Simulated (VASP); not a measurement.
Input of a VASP 6.6.1 run:

INCAR

```
PREC     = Accurate       # precision mode
ENCUT    = 520            # plane-wave cutoff, eV
EDIFF    = 1E-7           # SCF threshold, eV
ISMEAR   = 0              # smearing method
SIGMA    = 0.1            # smearing width, eV
LREAL    = False          # projectors in reciprocal space
LASPH    = True           # aspherical terms in the spheres
NELM     = 100            # most SCF steps
ALGO     = Normal         # electronic algorithm
ISIF     = 2              # what is computed and relaxed
LWAVE    = False          # write WAVECAR
LCHARG   = True           # write CHGCAR
LDIPOL   = True         
IDIPOL   = 3            
DIPOL    = 0.5 0.5 0.490
GGA      = PE             # functional
IVDW     = 12             # dispersion correction
LELF     = True           # ELF
LVHAR    = True         
LVACPOTAV= True         
NBANDS   = 80             # bands
```

KPOINTS

```
regular mesh
0
Gamma
  4 4 1
```

Contents of POSCAR:

```
Ta6H
1.0
    5.6896945747      0.0000000000      0.0000000000
   -1.8965648582      5.3642954889      0.0000000000
    0.0000000000      0.0000000000     22.6456161668
Ta H
12 2
Direct
    0.2500000000      0.2500000000      0.3532692571
    0.2500000000      0.7500000000      0.3532692571
    0.7500000000      0.2500000000      0.3532692571
    0.7500000000      0.7500000000      0.3532692571
    0.4999451835      0.5000007182      0.4535943898
    0.5000627012     -0.0000699057      0.4535339286
   -0.0000293863      0.5000256718      0.4535517651
   -0.0000081584      0.0000487281      0.4535938338
    0.7494814187      0.7505055677      0.5539145840
    0.7506106246      0.2495617002      0.5537099117
    0.2504239664      0.7493780276      0.5537091045
    0.2494341356      0.2505519215      0.5537562665
    0.8365662166      0.6621244109      0.6953041652
    0.7973771587      0.6993522381      0.7246699344
```

Potentials or basis: VASP PAW PBE potentials, release 64 (Ta_pv, H).

The run is started by

```bash
$ cat potpaw_PBE.64/Ta_pv/POTCAR potpaw_PBE.64/H/POTCAR > POTCAR
$ mpirun -np 1 vasp_std > vasp.out
```

Estimate the largest force.

0.016 eV/Å.

What does it give for the band gap on the k mesh?

Zero (band 67 reaches -0.73 eV, above the bottom of band 68 at -1.65 eV).

Forces in eV/Å, atoms in the order of the input:
```
Ta   0.004 -0.003 -0.015
Ta  -0.004  0.003 -0.005
Ta  -0.004  0.003 -0.005
Ta   0.004 -0.003 -0.004
Ta   0.001  0.001 -0.001
Ta  -0.005  0.004  0.001
Ta   0.005 -0.004 -0.001
Ta  -0.001 -0.001 -0.001
Ta   0.004 -0.003  0.003
Ta  -0.006  0.004  0.008
Ta  -0.006  0.004  0.008
Ta   0.007 -0.005  0.007
H   -0.005  0.003  0.011
H    0.007 -0.004 -0.007
```

Caveat: spin-orbit coupling is left out, which moves the levels of the heavy elements.
